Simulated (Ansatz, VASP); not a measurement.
**PbF2 in VASP and in Ansatz**

```
Pb F
1.0
     0.00000    2.96044    2.96044
     2.96044    0.00000    2.96044
     2.96044    2.96044    0.00000
Pb F
1 2
Direct
  0.00000 0.00000 0.00000
  0.25000 0.25000 0.25000
  0.75000 0.75000 0.75000
```

Alike in both runs: task single point; functional HSE06; k mesh 4 × 4 × 4; no spin polarisation.

```csv
,VASP,Ansatz
version,VASP 6.6.1,Ansatz 0.2.0
potentials or method,"VASP PAW PBE potentials, release 64 (Pb_d, F)",plane waves
plane-wave cutoff (eV),520,420
occupations,"gaussian, width 0.01 eV",fixed
valence electrons in the cell,28,28
```

Ansatz gave:

- gap on the k mesh at the Fermi level (eV): 5.73
- pressure (GPa): 1.2

Which values does VASP return?

gap on the k mesh at the Fermi level (eV): 5.72; pressure (GPa): 1.1.

Ansatz's warnings: stress exchange threshold loose, stress scf threshold loose.

The k mesh is coarse, so the values compare programs but aren't converged. Neither program's run includes spin-orbit coupling.
